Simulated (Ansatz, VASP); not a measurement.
**BaZrO3: VASP and Ansatz over several settings**

```
Ba Zr O
1.0
     4.16321    0.00000    0.00000
     0.00000    4.16321    0.00000
     0.00000    0.00000    4.16321
Ba Zr O
1 1 3
Direct
  0.00000 0.00000 0.00000
  0.50000 0.50000 0.50000
  0.50000 0.50000 0.00000
  0.50000 0.00000 0.50000
  0.00000 0.50000 0.50000
```

Single points on this cell with VASP 6.6.1 and Ansatz 0.2.0. Each row is one pair of runs. Alike in all rows: spin: off; k mesh: 6 × 6 × 6; smearing: fermi-dirac, width 0.05 eV.

| level | VASP's potentials, cutoff | Ansatz's potentials, cutoff | gap on the k mesh at the Fermi level (eV), VASP | gap on the k mesh at the Fermi level (eV), Ansatz | least direct gap on the mesh (eV), VASP | least direct gap on the mesh (eV), Ansatz |
| --- | --- | --- | --- | --- | --- | --- |
| LDA | VASP PAW LDA potentials, release 64 (Ba_sv, Zr_sv, O), 520 eV | Ansatz PAW, 420 eV | 3.11 | 3.17 | 3.30 | 3.34 |
| r2SCAN | VASP PAW PBE potentials, release 64 (Ba_sv, Zr_sv, O), 520 eV | Ansatz PAW, 500 eV | 3.75 | 3.81 | 3.97 | 4.00 |
| PBE | VASP PAW PBE potentials, release 64 (Ba_sv, Zr_sv, O_h), 910 eV | Ansatz PAW, 420 eV | 3.24 | 3.29 | 3.43 | 3.46 |

Gap on the k mesh at the fermi level (eV): the two programs differ by at most 0.063; least direct gap on the mesh (eV): the two programs differ by at most 0.036.

Spin-orbit coupling is off throughout. Noted on VASP's runs: the cutoff is short for stress, so the pressure is rough.
